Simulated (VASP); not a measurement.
# Rh (Pm-3m) in VASP: single point with LDA

Aim: the single point of Rh with LDA.

Program: VASP 6.6.1. These are calculated values, not measurements. Logs are shortened: lines on timing, memory, paths and dates and some standing lists are left out, and cuts for length are marked.

### 1 The cell of the first run

Symmetry: Pm-3m, No. 221, cubic system. Conventional cell: a = 2.394 Å, b = 2.394 Å, c = 2.394 Å, α = 90.00°, β = 90.00°, γ = 90.00°. Within 3.2 Å of Rh (site symmetry m-3m) lie 6 Rh at 2.39 Å.

### 2 Single point, LDA (volume scaled by 0.9, source ansatz)

INCAR

```
SYSTEM = Rh
PREC     = Accurate       ! precision mode
ENCUT    = 520            ! plane-wave cutoff, eV
EDIFF    = 1E-6           ! SCF threshold, eV
ISMEAR   = -1             ! smearing method
SIGMA    = 0.08           ! smearing width, eV
LREAL    = .FALSE.        ! projectors in reciprocal space
LASPH    = .TRUE.         ! aspherical terms in the spheres
NELM     = 60             ! most SCF steps
ALGO     = Normal         ! electronic algorithm
ISIF     = 2              ! what is computed and relaxed
LWAVE    = .FALSE.        ! write WAVECAR
LCHARG   = .FALSE.        ! write CHGCAR
GGA      = CA             ! functional
NBANDS   = 14             ! bands
```

KPOINTS

```
regular mesh
0
G
  17 17 17
  0 0 0
```

POSCAR

```
Rh
1.0
    2.3942293885      0.0000000000      0.0000000000
    0.0000000000      2.3942293885      0.0000000000
    0.0000000000      0.0000000000      2.3942293885
Rh
1
Direct
    0.0000000000      0.0000000000      0.0000000000
```

Potentials or basis: VASP PAW LDA potentials, release 64 (Rh_pv).

Command:

```console
cat potpaw_LDA.64/Rh_pv/POTCAR > POTCAR
mpirun -np 1 vasp_std > vasp.out
```

OUTCAR:

```text
SYSTEM = Rh
   PREC = Accurate
   ENCUT = 520
   EDIFF = 1E-6
   ISMEAR = -1
   LREAL = .FALSE.
   LASPH = .TRUE.
   NELM = 60
   ISIF = 2
   GGA = CA

 ion  position               nearest neighbor table
   1  0.000  0.000  0.000-

  LATTYP: Found a simple cubic cell.
 ALAT       =     2.3942293885

  Lattice vectors:

 A1 = (   2.3942293885,   0.0000000000,   0.0000000000)
 A2 = (   0.0000000000,   2.3942293885,   0.0000000000)
 A3 = (   0.0000000000,   0.0000000000,   2.3942293885)

Analysis of symmetry for initial positions (statically):
=====================================================================
 Subroutine PRICEL returns:
 Original cell was already a primitive cell.

 Routine SETGRP: Setting up the symmetry group for a
 simple cubic supercell.

 Subroutine GETGRP returns: Found 48 space group operations
[... 9 lines left out ...]

 Routine SETGRP: Setting up the symmetry group for a
 simple cubic supercell.

 Subroutine GETGRP returns: Found 48 space group operations
[... 11 lines left out ...]
                                     Primitive cell

  volume of cell :      13.7245

  direct lattice vectors                    reciprocal lattice vectors
     2.394229388  0.000000000  0.000000000     0.417670924  0.000000000  0.000000000
     0.000000000  2.394229388  0.000000000     0.000000000  0.417670924  0.000000000
     0.000000000  0.000000000  2.394229388     0.000000000  0.000000000  0.417670924

  length of vectors
     2.394229388  2.394229388  2.394229388     0.417670924  0.417670924  0.417670924

  position of ions in fractional coordinates (direct lattice)
     0.000000000  0.000000000  0.000000000

  ion indices of the primitive-cell ions
   primitive index   ion index
                 1           1

----------------------------------------------------------------------------------------

 KPOINTS: regular mesh

Automatic generation of k-mesh.
 Grid dimensions read from file:
 generate k-points for:   17   17   17

 Generating k-lattice:

  Cartesian coordinates                     Fractional coordinates (reciprocal lattice)
     0.024568878  0.000000000  0.000000000     0.058823529  0.000000000  0.000000000
     0.000000000  0.024568878  0.000000000     0.000000000  0.058823529  0.000000000
     0.000000000  0.000000000  0.024568878     0.000000000  0.000000000  0.058823529

  Length of vectors
     0.024568878  0.024568878  0.024568878
[... 52 lines left out ...]
   ENCUT  =  520.0 eV  38.22 Ry    6.18 a.u.   4.45  4.45  4.45*2*pi/ulx,y,z
   NELM   =     60;   NELMIN=  2; NELMDL= -5     # of ELM steps
   EDIFF  = 0.1E-05   stopping-criterion for ELM
   LREAL  =      F    real-space projection
   EDIFFG = 0.1E-04   stopping-criterion for IOM
   NSW    =      0    number of steps for IOM
   IBRION =     -1    ionic relax: 0-MD 1-quasi-New 2-CG
   NFREE  =      0    steps in history (QN), initial steepest desc. (CG)
   ISIF   =      2    stress and relaxation
   ISYM   =      2    0-nonsym 1-usesym 2-fastsym
   POTIM  = 0.5000    time-step for ionic-motion
   TEBEG  =    0.0;   TEEND  =   0.0 temperature during run
   PSTRESS=    0.0 pullay stress
   NELECT =      15.0000    total number of electrons
   NUPDOWN=      -1.0000    fix difference up-down
   EMIN   =  10.00;   EMAX   =-10.00  energy-range for DOS
   EFERMI =   0.00;   METHOD = LEGACY
   ISMEAR =    -1;   SIGMA  =   0.08  broadening in eV -4-tet -1-fermi 0-gaus
   EFERMI_NEDOS =   21; number of points for ismear=-14 and -15
   IALGO  =     38    algorithm
   IMIX   =      4    mixing-type and parameters
     AMIX     =   0.40;   BMIX     =  1.00
     AMIX_MAG =   1.60;   BMIX_MAG =  1.00
  volume/ion in A,a.u.               =      13.72        92.62
  Fermi-wavevector in a.u.,A,eV,Ry     =   1.686318  3.186679 38.690461  2.843669
  Thomas-Fermi vector in A             =   2.769004
   LORBIT       =      0    0 simple, 1 ext, 2 COOP (PROOUT), +10 PAW based schemes
   GGA     = CA    functional components
   LHFCALC =     F    Hartree Fock is set to
   AEXX    =    0.0000 exact exchange contribution
   IVDW    =     0    specifies the selected vdW correction
   LEPSILON=     F    determine dielectric tensor
   LRPA    =     F    only Hartree local field effects (RPA)
 non-spin polarized calculation
  energy-cutoff  :      520.00
  volume of cell :       13.72
 maximum number of plane-waves:       384
 NGX is ok and might be reduce to    18
   NGX =  9   NGY =  9   NGZ =  9

 number of electron      14.9999990 magnetization

 Free energy of the ion-electron system (eV)
  ---------------------------------------------------
  ext. energy  EPLUGINS =         0.00000000
  ---------------------------------------------------
  free energy    TOTEN  =        -7.66427561 eV

  energy without entropy =       -7.63612168  energy(sigma->0) =       -7.65019864

 E-fermi :  11.9170     XC(G=0): -14.2012

 val. band max:       11.8898585601   @ k =   0.3529   0.2353   0.0000
 cond. band min:      11.9272052398   @ k =   0.1765   0.0588   0.0000
 fundamental gap:      0.0373466797
 Fermi energy:        11.9169539677

 k-point     1 :       0.0000    0.0000    0.0000
  band No.  band energies     occupation
      1     -34.1362      2.00000
      2     -34.1362      2.00000
      3     -34.1362      2.00000
      4       3.9358      2.00000
      5       5.3978      2.00000
      6       5.3978      2.00000
      7      12.9614      0.00000
      8      12.9614      0.00000
      9      12.9614      0.00000
     10      29.8733      0.00000
     11      29.8733      0.00000
     12      29.8733      0.00000
     13      32.5386      0.00000
     14      38.3776      0.00000
[... 377 lines left out ...]
      1     -35.3307      2.00000
      2     -34.1873      2.00000
      3     -34.0136      2.00000
      4       6.4270      2.00000
      5       7.2518      2.00000
      6       8.5363      2.00000
      7      10.2297      2.00000
      8      12.8456      0.00002
      9      12.9936      0.00000
     10      19.5654      0.00000
     11      29.9107      0.00000
     12      32.5392      0.00000
     13      33.7263      0.00000
     14      35.2392      0.00000

 [... further k-points ...]
[... 5 lines left out ...]
  --------------------------------------------------------------------------------------
  -------------------------------------------------------------------------------------
  Total        2.8018852      2.8018852      2.8018852      0.0000000      0.0000000     -0.0000000
  in kB      327.0872691    327.0872691    327.0872691      0.0000000      0.0000000     -0.0000000
  external PRESSURE =     327.0872691 kB  Pullay stress =       0.0000000 kB

 VOLUME and BASIS-vectors are now :
 -----------------------------------------------------------------------------
  energy-cutoff  :      520.00
  volume of cell :       13.72
      direct lattice vectors                 reciprocal lattice vectors
     2.394229388  0.000000000  0.000000000     0.417670924  0.000000000  0.000000000
     0.000000000  2.394229388  0.000000000     0.000000000  0.417670924  0.000000000
     0.000000000  0.000000000  2.394229388     0.000000000  0.000000000  0.417670924

 POSITION                                       TOTAL-FORCE (eV/Angst)
 -----------------------------------------------------------------------------------
      0.00000      0.00000      0.00000         0.000000      0.000000      0.000000
 -----------------------------------------------------------------------------------
    total drift:                               -0.000000      0.000000      0.000000

  FREE ENERGIE OF THE ION-ELECTRON SYSTEM (eV)
  ---------------------------------------------------
  free  energy   TOTEN  =        -7.6642756127 eV

  energy  without entropy=       -7.6361216772  energy(sigma->0) =       -7.65019864
```

stdout:

```text
POSCAR found type information on POSCAR Rh
 POSCAR found :  1 types and       1 ions
 scaLAPACK will be used
 LDA part: xc-table for (Slater(with rela. corr.)+CA(PZ))
 , standard interpolation
 POSCAR, INCAR and KPOINTS ok, starting setup
 FFT: planning ... GRIDC
 FFT: planning ... GRID_SOFT
 FFT: planning ... GRID
 WAVECAR not read
 entering main loop
```

Wall time 28 s (1 thread of Intel Xeon 8259CL, shared host); peak memory 0.13 GiB.

Results:

| Item | Value |
| --- | --- |
| Free energy | -7.6643 eV |
| Pressure | 32.7 GPa |

Levels at points of the mesh, in eV from the Fermi level:
| k point | band 5 | band 6 | band 7 | band 8 | band 9 | band 10 |
| --- | --- | --- | --- | --- | --- | --- |
| (0.00, 0.00, 0.00) | -6.52 | -6.52 | 1.04 | 1.04 | 1.04 | 17.96 |
